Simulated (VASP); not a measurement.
# Zr4Ag (F-43m) in VASP: further runs, part 2 of 2

VASP 6.6.1. Earlier steps stand in the parts before.

**3. Single point, PBE**

Input file INCAR:

```
PREC     = Accurate       # precision mode
ENCUT    = 520            # plane-wave cutoff, eV
EDIFF    = 1E-7           # SCF threshold, eV
ISMEAR   = 0              # smearing method
SIGMA    = 0.2            # smearing width, eV
LREAL    = False          # projectors in reciprocal space
LASPH    = True           # aspherical terms in the spheres
NELM     = 80             # most SCF steps
ALGO     = Normal         # electronic algorithm
ISIF     = 2              # what is computed and relaxed
LWAVE    = False          # write WAVECAR
LCHARG   = True           # write CHGCAR
GGA      = PE             # functional
LELF     = True           # ELF
LVHAR    = True         
NBANDS   = 38             # bands
```

Input file KPOINTS:

```
regular mesh
0
Gamma
  4 4 4
```

Input file POSCAR:

```
Zr4Ag
1.0
    0.0000000000      4.0554709747      4.0554709747
    4.0554709747      0.0000000000      4.0554709747
    4.0554709747      4.0554709747      0.0000000000
Zr Ag
4 1
Direct
    0.1232062599      0.1232062599      0.1232062599
    0.1232062599      0.1232062599      0.6303812203
    0.1232062599      0.6303812203      0.1232062599
    0.6303812203      0.1232062599      0.1232062599
    0.7500000000      0.7500000000      0.7500000000
```

Potentials or basis: VASP PAW PBE potentials, release 64 (Zr_sv, Ag).

On the command line:

```console
> cat potpaw_PBE.64/Zr_sv/POTCAR potpaw_PBE.64/Ag/POTCAR > POTCAR
> mpirun -np 1 vasp_std > vasp.out
```

OUTCAR:

```text
PREC = Accurate
   ENCUT = 520
   EDIFF = 1E-7
   ISMEAR = 0
   LREAL = False
   LASPH = True
   NELM = 80
   ISIF = 2
   GGA = PE

 ion  position               nearest neighbor table
   1  0.123  0.123  0.123-   2 2.83   3 2.83   4 2.83   4 2.91   3 2.91   2 2.91   5 3.36   5 3.36
                             5 3.36
   2  0.123  0.123  0.630-   1 2.83   3 2.83   4 2.83   3 2.91   4 2.91   1 2.91   5 3.36   5 3.36
                             5 3.36
   3  0.123  0.630  0.123-   1 2.83   2 2.83   4 2.83   4 2.91   2 2.91   1 2.91   5 3.36   5 3.36
                             5 3.36
   4  0.630  0.123  0.123-   1 2.83   2 2.83   3 2.83   3 2.91   2 2.91   1 2.91   5 3.36   5 3.36
                             5 3.36
   5  0.750  0.750  0.750-   3 3.36   4 3.36   2 3.36   4 3.36   2 3.36   3 3.36   1 3.36   1 3.36
                             1 3.36   4 3.36   3 3.36   2 3.36

  LATTYP: Found a face centered cubic cell.
 ALAT       =     8.1109419494

  Lattice vectors:

 A1 = (   0.0000000000,   4.0554709747,   4.0554709747)
 A2 = (   4.0554709747,   0.0000000000,   4.0554709747)
 A3 = (   4.0554709747,   4.0554709747,   0.0000000000)

Analysis of symmetry for initial positions (statically):
=====================================================================
[... 166 lines left out ...]
 fundamental gap:      0.0582472515
 Fermi energy:         6.2822099287

 k-point     1 :       0.0000    0.0000    0.0000
  band No.  band energies     occupation
      1     -42.2892      2.00000
      2     -41.9555      2.00000
      3     -41.9555      2.00000
      4     -41.9555      2.00000
      5     -21.5229      2.00000
      6     -20.6999      2.00000
[... 317 lines left out ...]
     37       8.5865      0.00000
     38       8.7764      0.00000

------------------------ aborting loop because EDIFF is reached ----------------------------------------

  FORCE on cell =-STRESS in cart. coord.  units (eV):
  Direction    XX          YY          ZZ          XY          YZ          ZX
  --------------------------------------------------------------------------------------
  -------------------------------------------------------------------------------------
  Total        0.5037715      0.5037715      0.5037715      0.0000000      0.0000000      0.0000000
  in kB        6.0504869      6.0504869      6.0504869      0.0000000      0.0000000      0.0000000
  external PRESSURE =       6.0504869 kB  Pullay stress =       0.0000000 kB

 VOLUME and BASIS-vectors are now :
 -----------------------------------------------------------------------------
  energy-cutoff  :      520.00
  volume of cell :      133.40
      direct lattice vectors                 reciprocal lattice vectors
     0.000000000  4.055470975  4.055470975    -0.123290243  0.123290243  0.123290243
     4.055470975  0.000000000  4.055470975     0.123290243 -0.123290243  0.123290243
     4.055470975  4.055470975  0.000000000     0.123290243  0.123290243 -0.123290243

 POSITION                                       TOTAL-FORCE (eV/Angst)
 -----------------------------------------------------------------------------------
      0.99932      0.99932      0.99932         0.004748      0.004748      0.004748
      3.05615      3.05615      0.99932        -0.004748     -0.004748      0.004748
      3.05615      0.99932      3.05615        -0.004748      0.004748     -0.004748
      0.99932      3.05615      3.05615         0.004748     -0.004748     -0.004748
      6.08321      6.08321      6.08321         0.000000     -0.000000      0.000000
 -----------------------------------------------------------------------------------
    total drift:                                0.000000      0.000000      0.000000

  FREE ENERGIE OF THE ION-ELECTRON SYSTEM (eV)
  ---------------------------------------------------
  free  energy   TOTEN  =       -32.1415327673 eV

  energy  without entropy=      -31.9396143431  energy(sigma->0) =      -32.04057356
```

OSZICAR:

```text
N       E                     dE             d eps       ncg     rms          rms(c)
DAV:   1     0.605537185367E+03    0.60554E+03   -0.30637E+04   608   0.150E+03
DAV:   2     0.157020479185E+02   -0.58984E+03   -0.57627E+03   664   0.439E+02
DAV:   3    -0.302978068885E+02   -0.46000E+02   -0.44690E+02  1040   0.894E+01
DAV:   4    -0.338729524194E+02   -0.35751E+01   -0.35430E+01   936   0.233E+01
DAV:   5    -0.340517162549E+02   -0.17876E+00   -0.17867E+00   898   0.410E+00    0.234E+01
DAV:   6    -0.325141356523E+02    0.15376E+01   -0.98289E+00   730   0.196E+01    0.114E+01
DAV:   7    -0.321597127031E+02    0.35442E+00   -0.23436E+00   780   0.809E+00    0.456E+00
DAV:   8    -0.321377700789E+02    0.21943E-01   -0.29053E-01   824   0.285E+00    0.103E+00
DAV:   9    -0.321408402869E+02   -0.30702E-02   -0.51200E-02   834   0.130E+00    0.512E-01
DAV:  10    -0.321415424977E+02   -0.70221E-03   -0.82107E-03   752   0.618E-01    0.655E-02
DAV:  11    -0.321415189205E+02    0.23577E-04   -0.50080E-04   832   0.106E-01    0.343E-02
DAV:  12    -0.321415354573E+02   -0.16537E-04   -0.30181E-05   792   0.326E-02    0.107E-02
DAV:  13    -0.321415329575E+02    0.24999E-05   -0.11815E-05   776   0.230E-02    0.383E-03
DAV:  14    -0.321415325337E+02    0.42381E-06   -0.10454E-06   664   0.613E-03    0.124E-03
DAV:  15    -0.321415327030E+02   -0.16933E-06   -0.16497E-07   584   0.192E-03    0.495E-04
DAV:  16    -0.321415327673E+02   -0.64303E-07   -0.22408E-08   472   0.908E-04
   1 F= -.32141533E+02 E0= -.32040574E+02  d E =-.201918E+00
```

stdout:

```text
POSCAR found type information on POSCAR ZrAg
 POSCAR found :  2 types and       5 ions
 scaLAPACK will be used
 LDA part: xc-table for (Slater+PW92), standard interpolation
 POSCAR, INCAR and KPOINTS ok, starting setup
 FFT: planning ... GRIDC
 FFT: planning ... GRID_SOFT
 FFT: planning ... GRID
 WAVECAR not read
 entering main loop
```

It took 86 s on 1 thread of Intel Xeon Platinum 8488C (Sapphire Rapids), shared host; peak memory 0.32 GiB.

What came out:

| Property | Result |
| --- | --- |
| Free energy | -32.1415 eV |
| Pressure | 0.6 GPa |
| Largest force | 0.008 eV/Å |

Forces in eV/Å, atoms in the order of the input:
```
Zr   0.005  0.005  0.005
Zr  -0.005 -0.005  0.005
Zr  -0.005  0.005 -0.005
Zr   0.005 -0.005 -0.005
Ag   0.000  0.000  0.000
```

Levels at points of the mesh, in eV from the Fermi level:
```csv
k point,band 28,band 29,band 30,band 31,band 32,band 33
"(0.00, 0.00, 0.00)",-0.98,-0.98,-0.46,-0.46,3.29,3.39
"(0.50, 0.00, 0.00)",-0.06,-0.06,0.60,0.60,0.83,1.00
"(0.50, 0.50, 0.00)",-0.09,0.03,0.03,0.05,0.84,1.01
```
